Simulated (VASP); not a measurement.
Set up this calculation in VASP 6.6.1, as the native input.

```yaml
Task: single point
Functional: PBEsol
Potentials_or_basis: VASP PAW PBE potentials, release 64 (Mg, S)
Cutoff: 520 eV
k_mesh: 8 × 8 × 8
Occupations: gaussian, width 0.05 eV
Spin: no spin polarisation
Dipole_correction: no
Further_INCAR_settings: ALGO = Normal; EDIFF = 1e-07; NBANDS = 11
```

The structure of MgS lies in POSCAR:

```
MgS
1.0
    0.0000000000      3.0810180509      2.8331200468
    3.0810180509      0.0000000000      2.8331200468
    3.0810180509      3.0810180509      0.0000000000
Mg S
1 1
Direct
    0.0000000000      0.0000000000      0.0000000000
    0.7500000000      0.7500000000      0.7500000000
```

This cell differs from its parent crystal: strain +0.0875 x Voigt [1, 1, 0, 0, 0, 0].

One way to write it, as run:

INCAR

```
SYSTEM = MgS
PREC     = Accurate       ! precision mode
ENCUT    = 520            ! plane-wave cutoff, eV
EDIFF    = 1E-7           ! SCF threshold, eV
ISMEAR   = 0              ! smearing method
SIGMA    = 0.05           ! smearing width, eV
LREAL    = .False.        ! projectors in reciprocal space
LASPH    = .True.         ! aspherical terms in the spheres
NELM     = 100            ! most SCF steps
ALGO     = Normal         ! electronic algorithm
ISIF     = 2              ! what is computed and relaxed
LWAVE    = .False.        ! write WAVECAR
LCHARG   = .False.        ! write CHGCAR
GGA      = PS             ! functional
NBANDS   = 11             ! bands
```

KPOINTS

```
Automatic mesh
0
Gamma
  8 8 8
  0 0 0
```

Potentials or basis: VASP PAW PBE potentials, release 64 (Mg, S).

Launch:

```sh
$ cat potpaw_PBE.64/Mg/POTCAR potpaw_PBE.64/S/POTCAR > POTCAR
$ mpirun -np 1 vasp_std > vasp.out
```

It gave:

The pressure is -7.3 GPa. The band gap on the k mesh is 2.38 eV, direct.

Caveat: the cell differs from its parent crystal (strain +0.0875 x Voigt [1, 1, 0, 0, 0, 0]); the PAW data sets were made with another functional, which shifts forces and pressure a little.

Run time: 32 s on 1 thread of Intel Xeon 8259CL (shared host), peak memory 0.19 GiB.
